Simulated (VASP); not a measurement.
Write the native input for VASP 6.6.1 that does the following.

```
Task                   : single point
Functional             : PBEsol
Potentials or basis    : VASP PAW PBE potentials, release 64 (Pt)
Cutoff                 : 520 eV
k mesh                 : 22 × 22 × 22
Occupations            : gaussian, width 0.15 eV
Spin                   : collinear spin, ferromagnetic start
Starting moments       : [0.45] μB
Fixed moment           : 0.45 μB
Dipole correction      : no
Further INCAR settings : ALGO = Normal; EDIFF = 1e-06; NBANDS = 15
```

The structure of Pt lies in POSCAR:

```
Pt
1.0
    0.0000000000      1.9879272712      1.9879272712
    1.9879272712      0.0000000000      1.9879272712
    1.9879272712      1.9879272712      0.0000000000
Pt
1
Direct
    0.0000000000      0.0000000000      0.0000000000
```

These files were run (other wordings do the same):

INCAR

```
SYSTEM = Pt
  ALGO = Normal
  EDIFF = 1E-6
  ENCUT = 520
  GGA = PS
  ISIF = 2
  ISMEAR = 0
  ISPIN = 2
  LASPH = .TRUE.
  LCHARG = .FALSE.
  LMAXMIX = 4
  LORBIT = 11
  LREAL = .FALSE.
  LWAVE = .FALSE.
  MAGMOM = 0.45
  NBANDS = 15
  NELM = 150
  NUPDOWN = 0.45
  PREC = Accurate
  SIGMA = 0.15
```

KPOINTS

```
k-points
0
G
  22 22 22
  0 0 0
```

Potentials or basis: VASP PAW PBE potentials, release 64 (Pt).

The run is started by

```console
$ cat potpaw_PBE.64/Pt/POTCAR > POTCAR
$ mpirun -np 1 vasp_std > vasp.out
```

It gave:

* Pressure: -10.6 GPa
* Net moment: 0.45 μB per cell
* Site moments: Pt +0.45 μB
* Valence electrons inside the program's atomic spheres: Pt 9.18

Caveat: the PAW data sets were made with another functional, which shifts forces and pressure a little; the total moment is fixed, so each spin has its own Fermi level.

Wall time 100 s on 1 thread of AMD EPYC 9R45 96-Core Processor (Zen 5), on a shared host, peak memory 0.21 GiB.
